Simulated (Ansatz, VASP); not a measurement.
One calculation of BaTiO3, two programs

```
CELL_PARAMETERS angstrom
4.04014 0.00000 0.00000
0.01128 4.04012 0.00000
0.02256 0.02250 8.08022
ATOMIC_POSITIONS crystal
Ba 0.00000 0.00000 0.00000
Ba 0.00000 0.00000 0.50000
Ti 0.48800 0.48800 0.24400
Ti 0.48800 0.48800 0.74400
O 0.51160 0.51160 0.00975
O 0.51160 0.51160 0.50975
O 0.01950 0.51160 0.25580
O 0.01950 0.51160 0.75580
O 0.51160 0.01950 0.25580
O 0.51160 0.01950 0.75580
```

Alike in both runs: task single point; functional r2SCAN; k mesh 6 × 6 × 3; no spin polarisation.

```csv
,VASP,Ansatz
version,VASP 6.6.1,Ansatz 0.2.0
potentials or method,"VASP PAW PBE potentials, release 64 (Ba_sv, Ti_sv, O), cutoff 520 eV",PAW plane waves
occupations,"fermi-dirac, width 0.1 eV",fermi-dirac
valence electrons in the cell,80,80
```

Ansatz gave:

```
pressure (GPa)                                                : -3.0
traceless stress, the component that is largest in VASP (GPa) : 0.08
rms of the force components (eV/Å)                            : 0.119
```

Problem. What did VASP give for the same quantities?

Solution. Pressure (GPa): -1.2; traceless stress, the component that is largest in VASP (GPa): 0.04; rms of the force components (eV/Å): 0.065.

VASP's potentials were made for PBE, not for r2SCAN. Atom by atom the forces differ by 0.056 eV/Å (rms over components). Ansatz's warnings: structure snapped to symmetry.

Spin-orbit coupling is off throughout.
